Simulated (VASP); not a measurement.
Here is a VASP 6.6.1 calculation.

INCAR

```
  ALGO = Normal
  EDIFF = 1E-6
  ENCUT = 500
  GGA = CA
  GGA_COMPAT = F
  ISIF = 2
  ISMEAR = 0
  LASPH = T
  LCHARG = F
  LREAL = F
  LWAVE = F
  NBANDS = 18
  NELM = 120
  PREC = Accurate
  SIGMA = 0.01
```

Contents of KPOINTS:

```
k-points
0
Gamma
  6 6 2
```

The input POSCAR:

```
PtS2
1.0
    3.5526240935      0.0000000000      0.0000000000
   -1.7763120467      3.0766627150      0.0000000000
    0.0000000000      0.0000000000      5.1228306381
Pt S
1 2
Direct
    0.0000000000      0.0000000000      0.0000000000
    0.3333333333      0.6666666667      0.2392542164
    0.6666666667      0.3333333333      0.7607457836
```

Potentials or basis: VASP PAW LDA potentials, release 64 (Pt, S).

Run with:

```sh
$ cat potpaw_LDA.64/Pt/POTCAR potpaw_LDA.64/S/POTCAR > POTCAR
$ mpirun -np 1 vasp_std > vasp.out
```

(1) Predict the pressure.

(2) What does it give for the band gap on the k mesh?

(3) Predict the largest force.

Results:

(1) -4.0 GPa.

(2) 0.75 eV, indirect (least direct gap 1.44 eV).

(3) 0.323 eV/Å.

Caveat: the k points lie up to 0.61 Å⁻¹ apart; spin-orbit coupling is left out, which moves the levels of the heavy elements.
